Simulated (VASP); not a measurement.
# Hf in VASP: notebook, part 2 of 2

VASP 6.6.1. The steps go on from the part before.

### 3 Electric field gradients, PBEsol (zz strain of -2 %)

Input file INCAR:

```
ALGO     = Normal         # electronic algorithm
EDIFF    = 1E-8           # SCF threshold, eV
ENCUT    = 520            # plane-wave cutoff, eV
GGA      = PS             # functional
ISIF     = 2              # what is computed and relaxed
ISMEAR   = -1             # smearing method
LASPH    = T              # aspherical terms in the spheres
LCHARG   = F              # write CHGCAR
LEFG     = T            
LREAL    = F              # projectors in reciprocal space
LWAVE    = F              # write WAVECAR
NBANDS   = 11             # bands
NELM     = 80             # most SCF steps
PREC     = Accurate       # precision mode
SIGMA    = 0.08           # smearing width, eV
```

Input file KPOINTS:

```
k-points
0
Gamma
  16 16 16
```

Input file POSCAR:

```
Hf
1.0
   -1.8050000000      1.8050000000      1.7689000000
    1.8050000000     -1.8050000000      1.7689000000
    1.8050000000      1.8050000000     -1.7689000000
Hf
1
Direct
    0.0000000000      0.0000000000      0.0000000000
```

Potentials or basis: VASP PAW PBE potentials, release 64 (Hf_pv).

Started as:

```bash
$ cat potpaw_PBE.64/Hf_pv/POTCAR > POTCAR
$ mpirun -np 1 vasp_std > vasp.out
```

OUTCAR:

```text
EDIFF = 1E-8
   ENCUT = 520
   GGA = PS
   ISIF = 2
   ISMEAR = -1
   LASPH = T
   LREAL = F
   NELM = 80
   PREC = Accurate

 ion  position               nearest neighbor table
   1  0.000  0.000  0.000-

  LATTYP: Found a body centered tetragonal cell.
 ALAT       =     3.6100000000
 C/A-ratio  =     0.9800000000

  Lattice vectors:

 A1 = (  -1.8050000000,   1.8050000000,   1.7689000000)
 A2 = (   1.8050000000,  -1.8050000000,   1.7689000000)
 A3 = (   1.8050000000,   1.8050000000,  -1.7689000000)

Analysis of symmetry for initial positions (statically):
=====================================================================
 Subroutine PRICEL returns:
 Original cell was already a primitive cell.

 Routine SETGRP: Setting up the symmetry group for a
 body centered tetragonal supercell.

 Subroutine GETGRP returns: Found 16 space group operations
 (whereof 16 operations were pure point group operations)
 out of a pool of 16 trial point group operations.

The static configuration has the point symmetry D_4h.

Analysis of symmetry for dynamics (positions and initial velocities):
=====================================================================
 Subroutine PRICEL returns:
 Original cell was already a primitive cell.

 Routine SETGRP: Setting up the symmetry group for a
 body centered tetragonal supercell.

 Subroutine GETGRP returns: Found 16 space group operations
 (whereof 16 operations were pure point group operations)
 out of a pool of 16 trial point group operations.

The dynamic configuration has the point symmetry D_4h.

 Subroutine INISYM returns: Found 16 space group operations
 (whereof 16 operations are pure point group operations),
 and found     1 'primitive' translations

----------------------------------------------------------------------------------------

                                     Primitive cell

  volume of cell :      23.0525

  direct lattice vectors                    reciprocal lattice vectors
    -1.805000000  1.805000000  1.768900000     0.000000000  0.277008310  0.282661541
     1.805000000 -1.805000000  1.768900000     0.277008310  0.000000000  0.282661541
     1.805000000  1.805000000 -1.768900000     0.277008310  0.277008310  0.000000000

  length of vectors
     3.105649241  3.105649241  3.105649241     0.395766536  0.395766536  0.391748909

  position of ions in fractional coordinates (direct lattice)
     0.000000000  0.000000000  0.000000000

  ion indices of the primitive-cell ions
   primitive index   ion index
                 1           1

----------------------------------------------------------------------------------------

 KPOINTS: k-points

Automatic generation of k-mesh.
 Grid dimensions read from file:
 generate k-points for:   16   16   16

 Generating k-lattice:

[... 63 lines left out ...]
   EDIFFG = 0.1E-06   stopping-criterion for IOM
   NSW    =      0    number of steps for IOM
   IBRION =     -1    ionic relax: 0-MD 1-quasi-New 2-CG
   NFREE  =      0    steps in history (QN), initial steepest desc. (CG)
   ISIF   =      2    stress and relaxation
   ISYM   =      2    0-nonsym 1-usesym 2-fastsym
   POTIM  = 0.5000    time-step for ionic-motion
   TEBEG  =    0.0;   TEEND  =   0.0 temperature during run
   PSTRESS=    0.0 pullay stress
   NELECT =      10.0000    total number of electrons
   NUPDOWN=      -1.0000    fix difference up-down
   EMIN   =  10.00;   EMAX   =-10.00  energy-range for DOS
   EFERMI =   0.00;   METHOD = LEGACY
   ISMEAR =    -1;   SIGMA  =   0.08  broadening in eV -4-tet -1-fermi 0-gaus
   EFERMI_NEDOS =   21; number of points for ismear=-14 and -15
   IALGO  =     38    algorithm
   IMIX   =      4    mixing-type and parameters
     AMIX     =   0.40;   BMIX     =  1.00
     AMIX_MAG =   1.60;   BMIX_MAG =  1.00
  volume/ion in A,a.u.               =      23.05       155.57
  Fermi-wavevector in a.u.,A,eV,Ry     =   1.239279  2.341897 20.895982  1.535811
  Thomas-Fermi vector in A             =   2.373769
   LORBIT       =      0    0 simple, 1 ext, 2 COOP (PROOUT), +10 PAW based schemes
   GGA     = PS    functional components
   LHFCALC =     F    Hartree Fock is set to
   AEXX    =    0.0000 exact exchange contribution
   IVDW    =     0    specifies the selected vdW correction
   LEPSILON=     F    determine dielectric tensor
   LRPA    =     F    only Hartree local field effects (RPA)
 non-spin polarized calculation
  energy-cutoff  :      520.00
  volume of cell :       23.05
 maximum number of plane-waves:       646
   NGX = 11   NGY = 11   NGZ = 11

 number of electron      10.0000002 magnetization

 Free energy of the ion-electron system (eV)
  ---------------------------------------------------
  ext. energy  EPLUGINS =         0.00000000
  ---------------------------------------------------
  free energy    TOTEN  =       -10.30869332 eV

  energy without entropy =      -10.26609921  energy(sigma->0) =      -10.28739627

 E-fermi :   4.2198     XC(G=0): -11.2550

 val. band max:        4.2097643433   @ k =   0.3125   0.1875   0.0625
 cond. band min:       4.2270095201   @ k =   0.5000   0.3125   0.0625
 fundamental gap:      0.0172451768
 Fermi energy:         4.2198271846

 k-point     1 :       0.0000    0.0000    0.0000
  band No.  band energies     occupation
      1     -25.6818      2.00000
      2     -25.6818      2.00000
      3     -25.6805      2.00000
      4      -2.7266      2.00000
      5       5.5611      0.00000
      6       5.7790      0.00000
      7       5.7790      0.00000
      8       8.2563      0.00000
      9       8.5580      0.00000
     10      17.2942      0.00000
     11      17.2942      0.00000
[... 309 lines left out ...]
 k-point    24 :      -0.0625    0.0625    0.0000
  band No.  band energies     occupation
      1     -25.7120      2.00000
      2     -25.6897      2.00000
      3     -25.6816      2.00000
      4      -2.5885      2.00000
      5       5.5309      0.00000
      6       5.6857      0.00000
      7       5.9149      0.00000
      8       8.1002      0.00000
      9       8.5492      0.00000
     10      17.3499      0.00000
     11      17.4293      0.00000

 [... further k-points ...]
[... 5 lines left out ...]
  --------------------------------------------------------------------------------------
  -------------------------------------------------------------------------------------
  Total       -1.0503141     -1.0503141     -1.1884468      0.0000000     -0.0000000      0.0000000
  in kB      -72.9981901    -72.9981901    -82.5985922      0.0000000     -0.0000000      0.0000000
  external PRESSURE =     -76.1983241 kB  Pullay stress =       0.0000000 kB

 VOLUME and BASIS-vectors are now :
 -----------------------------------------------------------------------------
  energy-cutoff  :      520.00
  volume of cell :       23.05
      direct lattice vectors                 reciprocal lattice vectors
    -1.805000000  1.805000000  1.768900000     0.000000000  0.277008310  0.282661541
     1.805000000 -1.805000000  1.768900000     0.277008310  0.000000000  0.282661541
     1.805000000  1.805000000 -1.768900000     0.277008310  0.277008310  0.000000000

 POSITION                                       TOTAL-FORCE (eV/Angst)
 -----------------------------------------------------------------------------------
      0.00000      0.00000      0.00000         0.000000      0.000000     -0.000000
 -----------------------------------------------------------------------------------
    total drift:                                0.000000      0.000000      0.000000

  FREE ENERGIE OF THE ION-ELECTRON SYSTEM (eV)
  ---------------------------------------------------
  free  energy   TOTEN  =       -10.3086933215 eV

  energy  without entropy=      -10.2660992107  energy(sigma->0) =      -10.28739627

 Electric field gradients (V/A^2)
---------------------------------------------------------------------
 ion       V_xx      V_yy      V_zz      V_xy      V_xz      V_yz
---------------------------------------------------------------------
   1      -0.293    -0.293     0.586    -0.000    -0.000    -0.000
---------------------------------------------------------------------

 Electric field gradients after diagonalization (V/A^2)
 (convention: |V_zz| > |V_xx| > |V_yy|)
----------------------------------------------------------------------
 ion       V_xx      V_yy      V_zz     asymmetry (V_yy - V_xx)/ V_zz
----------------------------------------------------------------------
   1      -0.293    -0.293     0.586       0.001
----------------------------------------------------------------------

           NMR quadrupolar parameters

 Cq : quadrupolar parameter    Cq=e*Q*V_zz/h
 eta: asymmetry parameters     (V_yy - V_xx)/ V_zz
 Q  : nuclear electric quadrupole moment in mb (millibarn)
----------------------------------------------------------------------
 ion       Cq(MHz)       eta       Q (mb)
----------------------------------------------------------------------
   1       0.001       0.001       1.000
----------------------------------------------------------------------
```

Run time: 25 s. Hardware: 1 thread of Intel Xeon 6975P-C (Granite Rapids), shared host; peak memory 0.2 GiB.

What came out:

- Free energy: -10.3087 eV
- Pressure: -7.6 GPa
- Band gap on the k mesh: zero (bands 5 and 6 overlap by 2.21 eV)
- Largest electric field gradient by atom: Hf +0.6 V/Å²

Electric field gradients, principal values (V/Å²):
```csv
atom,least,middle,greatest (by size)
1 Hf,-0.293,-0.293,0.586
```

Caveat: the cell differs from its parent crystal (zz strain of -2 %); the cell stands under tension; without QUAD_EFG the Cq values of the log hold for a quadrupole moment of 1 mb, not for the nuclei; the PAW data sets were made with another functional, which shifts forces and pressure a little; spin-orbit coupling is left out, which moves the levels of the heavy elements.
